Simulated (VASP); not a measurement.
The system is PIr (zincblende type).

```xyz
2
Lattice="0.0000 2.5418 2.5418 2.5418 0.0000 2.5418 2.5418 2.5418 0.0000" Properties=species:S:1:pos:R:3 pbc="T T T"
Ir    0.0000    0.0000    0.0000
P     1.2709    1.2709    1.2709
```

This cell differs from its parent crystal: volume scaled by 0.95.

Base run:

- Program: VASP 6.6.1
- Functional: LDA
- Potentials or basis: VASP PAW LDA potentials, release 64 (Ir, P)
- Cutoff: 520 eV
- k mesh: 12 × 12 × 12
- Occupations: fermi-dirac, width 0.05 eV
- Spin: no spin polarisation

Its results: band gap on the k mesh zero (band 7 reaches 12.02 eV, above the bottom of band 8 at 7.39 eV); pressure 12.7 GPa.

Question: The run is repeated on the same cell with these changes: potentials or basis from VASP PAW LDA potentials, release 64 (Ir, P) to VASP PAW LDA potentials, release 64 (Ir_sv_GW, P); cutoff from 520 eV to 500 eV; further incar settings from ALGO = Normal; EDIFF = 1e-06; NBANDS = 14 to ALGO = Normal; EDIFF = 1e-06; NBANDS = 18; valence electrons from 14 to 22. What comes out?

Answer: Band gap on the k mesh zero (band 11 reaches 12.97 eV, above the bottom of band 12 at 8.39 eV); pressure 10.2 GPa.

Caveats: spin-orbit coupling is left out, which moves the levels of the heavy elements.
